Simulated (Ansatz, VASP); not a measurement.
## InH in VASP and in Ansatz

```
In H
1.0
     3.18235    0.00000    0.00000
     0.00000    3.18235    0.00000
     0.00000    0.00000    3.18347
In H
1 1
Direct
  0.50000 0.50000 0.50000
  0.00000 0.00000 0.00000
```

Alike in both runs: functional PBE; k mesh 18 × 18 × 18; occupations gaussian, width 0.1 eV; no spin polarisation.

Ansatz relaxed the structure, and its values are those at the end. VASP's run is a single point on that final structure, the one shown.

|  | VASP | Ansatz |
| --- | --- | --- |
| version | VASP 6.6.1 | Ansatz 0.2.0 |
| potentials or method | VASP PAW PBE potentials, release 64 (In_d, H), cutoff 520 eV | scalar-relativistic, plane waves, PAW |
| valence electrons in the cell | 14 | 14 |

Ansatz gave:

```
gap on the k mesh at the Fermi level (eV) : none
pressure (GPa)                            : 0.0
```

Question: Estimate VASP's values.

Answer: gap on the k mesh at the Fermi level (eV): none; pressure (GPa): -0.1.

A gap of «none» marks a metal or a gap that the smearing closes.
